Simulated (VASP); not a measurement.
PbSe (Clausthalite): relaxation of cell and atoms with SVWN5

PbSe (Clausthalite):

```
Pb Se
1.0
     0.00000    3.06065    3.06065
     3.06065    0.00000    3.06065
     3.06065    3.06065    0.00000
Pb Se
1 1
Direct
  0.00000 0.00000 0.00000
  0.50000 0.50000 0.50000
```

```
Program                : VASP 6.6.1
Task                   : relaxation of cell and atoms
Functional             : SVWN5
Potentials or basis    : VASP PAW PBE potentials, release 64 (Pb_d, Se)
Cutoff                 : 600 eV
k mesh                 : 8 × 8 × 8
Occupations            : fermi-dirac, width 0.05 eV
Spin                   : no spin polarisation
Dipole correction      : no
Further INCAR settings : ALGO = Normal; EDIFF = 1e-07; IBRION = 2; EDIFFG = -0.01; NSW = 60; ISIF = 3
```

```json
{
  "Relaxed volume": "27.55 Å³/atom",
  "Relaxed cell": "a = 4.271 Å, b = 4.271 Å, c = 4.271 Å, α = 60.00°, β = 60.00°, γ = 60.00°",
  "Space group after relaxing (to 0.05 Å)": "Fm-3m (No. 225)",
  "Energy gained by relaxing": "7.7 meV/atom",
  "Ionic steps": "3",
  "Pressure after relaxing": "0.0 GPa",
  "Band gap on the k mesh": "0.05 eV, direct"
}
```

Step by step:
| step | energy change (eV) | largest force (eV/Å) | pressure (GPa) | volume (Å³) |
| --- | --- | --- | --- | --- |
| 1 | 0.0000 | 0.0000 | -2.11 | 57.34 |
| 2 | -0.0130 | 0.0000 | 0.90 | 54.26 |
| 3 | -0.0153 | 0.0000 | -0.01 | 55.09 |

Final structure:
```
Pb Se
1.0
     0.00000    3.02011    3.02011
     3.02011    0.00000    3.02011
     3.02011    3.02011    0.00000
Pb Se
1 1
Direct
  0.00000 0.00000 0.00000
  0.50000 0.50000 0.50000
```

Levels at points of the mesh, in eV from the valence-band top:
| k point | band 8 | band 9 | band 10 | band 11 | band 12 | band 13 |
| --- | --- | --- | --- | --- | --- | --- |
| (0.00, 0.00, 0.00) | -2.06 | -2.06 | -2.06 | 4.67 | 4.67 | 4.67 |
| (0.50, 0.00, 0.00) | -1.60 | -1.60 | 0.00 | 0.05 | 1.50 | 1.50 |
| (0.50, 0.50, 0.00) | -5.36 | -3.50 | -3.50 | 3.46 | 5.65 | 5.65 |

Run time: 46 s on 1 thread of Intel(R) Xeon(R) Platinum 8259CL CPU @ 2.50GHz (Skylake/Cascade Lake) (shared host), peak memory 0.19 GiB.

The cell as given is a measured one (28.67 Å³/atom); SVWN5 puts the equilibrium volume -3.9 % from it, thermal expansion not counted.

Caveat: the PAW data sets were made with another functional, which shifts forces and pressure a little; spin-orbit coupling is left out, which moves the levels of the heavy elements.
